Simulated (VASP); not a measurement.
# SiO2 (I4_1/amd) in VASP: a series of runs, part 2 of 3

VASP 6.6.1.

## 3. Single point, PBE

This run uses another cell than the first one, of 8.83 Å³/atom.

File INCAR:

```
SYSTEM = SiO2
PREC     = Accurate       ! precision mode
ENCUT    = 520            ! plane-wave cutoff, eV
EDIFF    = 1E-7           ! SCF threshold, eV
ISMEAR   = -1             ! smearing method
SIGMA    = 0.02           ! smearing width, eV
LREAL    = .False.        ! projectors in reciprocal space
LASPH    = .True.         ! aspherical terms in the spheres
NELM     = 80             ! most SCF steps
ALGO     = Normal         ! electronic algorithm
ISIF     = 2              ! what is computed and relaxed
LWAVE    = .False.        ! write WAVECAR
LCHARG   = .False.        ! write CHGCAR
GGA      = PE             ! functional
NBANDS   = 25             ! bands
```

File KPOINTS:

```
regular mesh
0
Gamma
  10 10 10
  0 0 0
```

File POSCAR:

```
SiO2
1.0
   -1.7634127747      1.7634127747      4.2599941509
    1.7634127747     -1.7634127747      4.2599941509
    1.7634127747      1.7634127747     -4.2599941509
Si O
2 4
Direct
    0.7500000000      0.2500000000      0.5000000000
    0.0000000000      0.0000000000      0.0000000000
    0.5421687973      0.0421687973      0.5000000000
    0.7921687973      0.7921687973      0.0000000000
    0.2078312027      0.2078312027      0.0000000000
    0.9578312027      0.4578312027      0.5000000000
```

Potentials or basis: VASP PAW PBE potentials, release 64 (Si, O).

The run is started by

```
cat potpaw_PBE.64/Si/POTCAR potpaw_PBE.64/O/POTCAR > POTCAR
mpirun -np 1 vasp_std > vasp.out
```

OUTCAR:

```text
SYSTEM = SiO2
   PREC = Accurate
   ENCUT = 520
   EDIFF = 1E-7
   ISMEAR = -1
   LREAL = .False.
   LASPH = .True.
   NELM = 80
   ISIF = 2
   GGA = PE

 ion  position               nearest neighbor table
   1  0.750  0.250  0.500-   3 1.77   6 1.77   5 1.80   4 1.80   4 1.80   5 1.80   2 2.77   2 2.77
                             2 2.77   2 2.77
   2  0.000  0.000  0.000-   4 1.77   5 1.77   3 1.80   6 1.80   3 1.80   6 1.80   1 2.77   1 2.77
                             1 2.77   1 2.77
   3  0.542  0.042  0.500-   1 1.77   2 1.80   2 1.80
   4  0.792  0.792  0.000-   2 1.77   1 1.80   1 1.80
   5  0.208  0.208  0.000-   2 1.77   1 1.80   1 1.80
   6  0.958  0.458  0.500-   1 1.77   2 1.80   2 1.80

  LATTYP: Found a body centered tetragonal cell.
 ALAT       =     3.5268255494
 C/A-ratio  =     2.4157668653

  Lattice vectors:

 A1 = (  -1.7634127747,   1.7634127747,   4.2599941509)
 A2 = (   1.7634127747,  -1.7634127747,   4.2599941509)
 A3 = (   1.7634127747,   1.7634127747,  -4.2599941509)

Analysis of symmetry for initial positions (statically):
=====================================================================
 Subroutine PRICEL returns:
 Original cell was already a primitive cell.

 Routine SETGRP: Setting up the symmetry group for a
 body centered tetragonal supercell.

 Subroutine GETGRP returns: Found 16 space group operations
 (whereof  8 operations were pure point group operations)
 out of a pool of 16 trial point group operations.

The static configuration has the point symmetry D_2d.
 The point group associated with its full space group is D_4h.

Analysis of symmetry for dynamics (positions and initial velocities):
=====================================================================
 Subroutine PRICEL returns:
 Original cell was already a primitive cell.

 Routine SETGRP: Setting up the symmetry group for a
 body centered tetragonal supercell.

 Subroutine GETGRP returns: Found 16 space group operations
[... 133 lines left out ...]
  volume/ion in A,a.u.               =       8.83        59.60
  Fermi-wavevector in a.u.,A,eV,Ry     =   1.383776  2.614958 26.052931  1.914836
  Thomas-Fermi vector in A             =   2.508342
   LORBIT       =      0    0 simple, 1 ext, 2 COOP (PROOUT), +10 PAW based schemes
   GGA     = PE    functional components
   LHFCALC =     F    Hartree Fock is set to
   AEXX    =    0.0000 exact exchange contribution
   IVDW    =     0    specifies the selected vdW correction
   LEPSILON=     F    determine dielectric tensor
   LRPA    =     F    only Hartree local field effects (RPA)
 non-spin polarized calculation
  energy-cutoff  :      520.00
  volume of cell :       52.99
 maximum number of plane-waves:      1452
 NGX is ok and might be reduce to    40
   NGX = 19   NGY = 19   NGZ = 19

 number of electron      32.0000004 magnetization

 Free energy of the ion-electron system (eV)
  ---------------------------------------------------
  ext. energy  EPLUGINS =         0.00000000
  ---------------------------------------------------
  free energy    TOTEN  =       -46.03824829 eV

  energy without entropy =      -46.03824829  energy(sigma->0) =      -46.03824829

 E-fermi :   6.1434     XC(G=0): -11.3734

 val. band max:        5.6838738441   @ k =  -0.4000   0.4000   0.0000
 cond. band min:      11.4650805131   @ k =   0.0000   0.0000   0.0000
 fundamental gap:      5.7812066690
 Fermi energy:         6.1433635029

 k-point     1 :       0.0000    0.0000    0.0000
  band No.  band energies     occupation
      1     -15.6234      2.00000
      2     -12.7658      2.00000
      3     -11.6911      2.00000
      4     -10.9256      2.00000
      5      -1.7761      2.00000
      6      -1.7761      2.00000
[... 661 lines left out ...]
     24      19.7603      0.00000
     25      20.3901      0.00000

 [... further k-points ...]

------------------------ aborting loop because EDIFF is reached ----------------------------------------

  FORCE on cell =-STRESS in cart. coord.  units (eV):
  Direction    XX          YY          ZZ          XY          YZ          ZX
  --------------------------------------------------------------------------------------
  -------------------------------------------------------------------------------------
  Total       -0.0156092     -0.0156092      0.1664805      0.0000000     -0.0000000      0.0000000
  in kB       -0.4719691     -0.4719691      5.0338121      0.0000000     -0.0000000      0.0000000
  external PRESSURE =       1.3632913 kB  Pullay stress =       0.0000000 kB

 VOLUME and BASIS-vectors are now :
 -----------------------------------------------------------------------------
  energy-cutoff  :      520.00
  volume of cell :       52.99
      direct lattice vectors                 reciprocal lattice vectors
    -1.763412775  1.763412775  4.259994151     0.000000000  0.283541101  0.117371053
     1.763412775 -1.763412775  4.259994151     0.283541101  0.000000000  0.117371053
     1.763412775  1.763412775 -4.259994151     0.283541101  0.283541101  0.000000000

 POSITION                                       TOTAL-FORCE (eV/Angst)
 -----------------------------------------------------------------------------------
      0.00000      1.76341      2.13000         0.000000      0.000000     -0.000000
      0.00000      0.00000      0.00000         0.000000      0.000000     -0.000000
      0.00000      1.76341      0.35928        -0.000000     -0.000000     -0.005544
      0.00000      0.00000      6.74927         0.000000      0.000000     -0.005544
      0.00000      0.00000      1.77072        -0.000000     -0.000000      0.005544
      0.00000      1.76341      3.90072         0.000000      0.000000      0.005544
 -----------------------------------------------------------------------------------
    total drift:                                0.000000      0.000000      0.000000

  FREE ENERGIE OF THE ION-ELECTRON SYSTEM (eV)
  ---------------------------------------------------
  free  energy   TOTEN  =       -46.0382482909 eV

  energy  without entropy=      -46.0382482908  energy(sigma->0) =      -46.03824829
```

stdout:

```text
POSCAR found type information on POSCAR SiO
 POSCAR found :  2 types and       6 ions
 scaLAPACK will be used
 LDA part: xc-table for (Slater+PW92), standard interpolation
 POSCAR, INCAR and KPOINTS ok, starting setup
 FFT: planning ... GRIDC
 FFT: planning ... GRID_SOFT
 FFT: planning ... GRID
 WAVECAR not read
 entering main loop
```

Wall time 3 min (1 thread of Intel Xeon Platinum 8259CL at 2.50GHz (Skylake/Cascade Lake), shared host); peak memory 0.29 GiB.

Results:

| Quantity | Value |
| --- | --- |
| Free energy | -46.0382 eV |
| Pressure | 0.1 GPa |
| Largest force | 0.006 eV/Å |
| Band gap on the k mesh | 5.78 eV (least direct gap 6.44 eV) |

Forces on the atoms (eV/Å):
```
Si   0.000  0.000  0.000
Si   0.000  0.000  0.000
O    0.000  0.000 -0.006
O    0.000  0.000 -0.006
O    0.000  0.000  0.006
O    0.000  0.000  0.006
```

A k mesh can miss the band edges.

## 4. Single point, r2SCAN

This run uses another cell than the first one, of 8.53 Å³/atom.

File POSCAR:

```
SiO2
1.0
   -1.7448856757      1.7448856757      4.2030844901
    1.7448856757     -1.7448856757      4.2030844901
    1.7448856757      1.7448856757     -4.2030844901
Si O
2 4
Direct
    0.7500000000      0.2500000000      0.5000000000
    0.0000000000      0.0000000000      0.0000000000
    0.5409502157      0.0409502157      0.5000000000
    0.7909502157      0.7909502157      0.0000000000
    0.2090497843      0.2090497843      0.0000000000
    0.9590497843      0.4590497843      0.5000000000
```

File INCAR.step1:

```
PREC = Accurate
ENCUT = 520
ISMEAR = -1
SIGMA = 0.02
LREAL = F
LASPH = T
NELM = 80
NBANDS = 25
GGA = PE
ALGO = Normal
EDIFF = 1E-4
LWAVE = T
LCHARG = F
```

File INCAR.step2:

```
PREC = Accurate
ENCUT = 520
EDIFF = 1E-7
ISMEAR = -1
SIGMA = 0.02
LREAL = F
LASPH = T
NELM = 80
ALGO = Normal
ISIF = 2
LWAVE = F
LCHARG = F
METAGGA = R2SCAN
LMIXTAU = T
NBANDS = 25
ISTART = 1
```

File KPOINTS:

```
regular mesh
0
Gamma
  10 10 10
```

The run is started by

```
cat potpaw_PBE.64/Si/POTCAR potpaw_PBE.64/O/POTCAR > POTCAR
cp INCAR.step1 INCAR
mpirun -np 1 vasp_std > vasp.out
cp INCAR.step2 INCAR
mpirun -np 1 vasp_std > vasp.out
```

It took 9.6 min on 1 thread of Intel Xeon Platinum 8259CL at 2.50GHz (Skylake/Cascade Lake), shared host; peak memory 0.26 GiB.

Results (log left out):

```
Free energy            : -58.3518 eV
Pressure               : 0.4 GPa
Largest force          : 0.010 eV/Å
Band gap on the k mesh : 7.22 eV (least direct gap 7.98 eV)
```

Forces in eV/Å, atoms in the order of the input:
```
Si   0.000  0.000  0.000
Si   0.000  0.000  0.000
O    0.000  0.000 -0.010
O    0.000  0.000 -0.010
O    0.000  0.000  0.010
O    0.000  0.000  0.010
```

Stress tensor (GPa, compression positive):
```
0.13 0.00 0.00
0.00 0.13 0.00
0.00 0.00 0.93
```

Levels at points of the mesh, in eV from the valence-band top:
| k point | band 12 | band 13 | band 14 | band 15 | band 16 | band 17 | band 18 | band 19 | band 20 | band 21 |
| --- | --- | --- | --- | --- | --- | --- | --- | --- | --- | --- |
| (0.00, 0.00, 0.00) | -1.46 | -0.89 | -0.89 | -0.76 | -0.76 | 7.22 | 9.68 | 12.02 | 13.01 | 13.30 |
| (0.50, 0.00, 0.00) | -2.39 | -2.01 | -1.96 | -1.37 | -1.32 | 9.92 | 10.24 | 12.19 | 12.56 | 13.02 |
| (0.50, 0.50, 0.00) | -2.37 | -2.14 | -2.14 | -0.08 | -0.08 | 10.85 | 10.85 | 12.26 | 12.26 | 12.55 |
| (0.50, 0.50, 0.50) | -4.09 | -2.17 | -2.17 | -0.52 | -0.52 | 8.41 | 8.41 | 11.23 | 11.23 | 13.03 |

Caveat: the PAW data sets were made with another functional, which shifts forces and pressure a little.

## 5. Single point, r2SCAN

This run uses another cell than the first one, of 8.53 Å³/atom.

POSCAR is that of step 4.

File INCAR.step1:

```
  ALGO = Normal
  EDIFF = 1E-4
  ENCUT = 520
  GGA = PE
  ISMEAR = 0
  LASPH = True
  LCHARG = False
  LREAL = False
  LWAVE = True
  NBANDS = 25
  NELM = 60
  PREC = Accurate
  SIGMA = 0.01
```

File INCAR.step2:

```
  ALGO = Normal
  EDIFF = 1E-6
  ENCUT = 520
  ISIF = 2
  ISMEAR = 0
  ISTART = 1
  LASPH = True
  LCHARG = False
  LMIXTAU = True
  LREAL = False
  LWAVE = False
  METAGGA = R2SCAN
  NBANDS = 25
  NELM = 60
  PREC = Accurate
  SIGMA = 0.01
```

File KPOINTS:

```
k-points
0
Gamma
  10 10 10
```

Potentials or basis: VASP PAW PBE potentials, release 64 (Si, O).

The run is started by

```
cat potpaw_PBE.64/Si/POTCAR potpaw_PBE.64/O/POTCAR > POTCAR
cp INCAR.step1 INCAR
mpirun -np 1 vasp_std > vasp.out
cp INCAR.step2 INCAR
mpirun -np 1 vasp_std > vasp.out
```

OUTCAR:

```text
EDIFF = 1E-6
   ENCUT = 520
   ISIF = 2
   ISMEAR = 0
   ISTART = 1
   LASPH = True
   LREAL = False
   METAGGA = R2SCAN
   NELM = 60
   PREC = Accurate

 ion  position               nearest neighbor table
   1  0.750  0.250  0.500-   3 1.76   6 1.76   5 1.78   4 1.78   4 1.78   5 1.78   2 2.73   2 2.73
                             2 2.73   2 2.73
   2  0.000  0.000  0.000-   4 1.76   5 1.76   3 1.78   6 1.78   3 1.78   6 1.78   1 2.73   1 2.73
[... 886 lines left out ...]
  -------------------------------------------------------------------------------------
  Total        0.0471436      0.0471436      0.3021505      0.0000000      0.0000000      0.0000000
  in kB        1.4756103      1.4756103      9.4574031      0.0000000      0.0000000      0.0000000
  external PRESSURE =       4.1362079 kB  Pullay stress =       0.0000000 kB

 VOLUME and BASIS-vectors are now :
 -----------------------------------------------------------------------------
  energy-cutoff  :      520.00
  volume of cell :       51.19
      direct lattice vectors                 reciprocal lattice vectors
    -1.744885676  1.744885676  4.203084490     0.000000000  0.286551725  0.118960254
     1.744885676 -1.744885676  4.203084490     0.286551725  0.000000000  0.118960254
     1.744885676  1.744885676 -4.203084490     0.286551725  0.286551725  0.000000000

 POSITION                                       TOTAL-FORCE (eV/Angst)
 -----------------------------------------------------------------------------------
      0.00000      1.74489      2.10154        -0.000000     -0.000000      0.000000
      0.00000      0.00000      0.00000        -0.000000     -0.000000      0.000000
      0.00000      1.74489      0.34423        -0.000000      0.000000     -0.009573
      0.00000      0.00000      6.64886         0.000000     -0.000000     -0.009573
      0.00000      0.00000      1.75731         0.000000     -0.000000      0.009573
      0.00000      1.74489      3.85885        -0.000000      0.000000      0.009573
 -----------------------------------------------------------------------------------
    total drift:                               -0.000000     -0.000000      0.000000

  FREE ENERGIE OF THE ION-ELECTRON SYSTEM (eV)
  ---------------------------------------------------
  free  energy   TOTEN  =       -58.3518398997 eV

  energy  without entropy=      -58.3518398997  energy(sigma->0) =      -58.35183990
```

OUTCAR.step1:

```text
EDIFF = 1E-4
   ENCUT = 520
   GGA = PE
   ISMEAR = 0
[... 913 lines left out ...]
      0.00000      1.74489      0.34423        -0.000000      0.000000     -0.117905
      0.00000      0.00000      6.64886         0.000000     -0.000000     -0.117905
      0.00000      0.00000      1.75731         0.000000     -0.000000      0.117905
      0.00000      1.74489      3.85885        -0.000000      0.000000      0.117905
 -----------------------------------------------------------------------------------
    total drift:                               -0.000000     -0.000000      0.000000

  FREE ENERGIE OF THE ION-ELECTRON SYSTEM (eV)
  ---------------------------------------------------
  free  energy   TOTEN  =       -45.9870452071 eV

  energy  without entropy=      -45.9870452071  energy(sigma->0) =      -45.98704521
```

Wall time 8.3 min (1 thread of Intel Xeon Platinum 8259CL at 2.50GHz (Skylake/Cascade Lake), shared host); peak memory 0.26 GiB.

What came out:

```yaml
Free_energy: -58.3518 eV
Pressure: 0.4 GPa
Largest_force: 0.010 eV/Å
Band_gap_on_the_k_mesh: 7.22 eV (least direct gap 7.98 eV)
```

Forces on the atoms (eV/Å):
```
Si   0.000  0.000  0.000
Si   0.000  0.000  0.000
O    0.000  0.000 -0.010
O    0.000  0.000 -0.010
O    0.000  0.000  0.010
O    0.000  0.000  0.010
```

Caveat: the PAW data sets were made with another functional, which shifts forces and pressure a little.

[end of part 2 of 3]
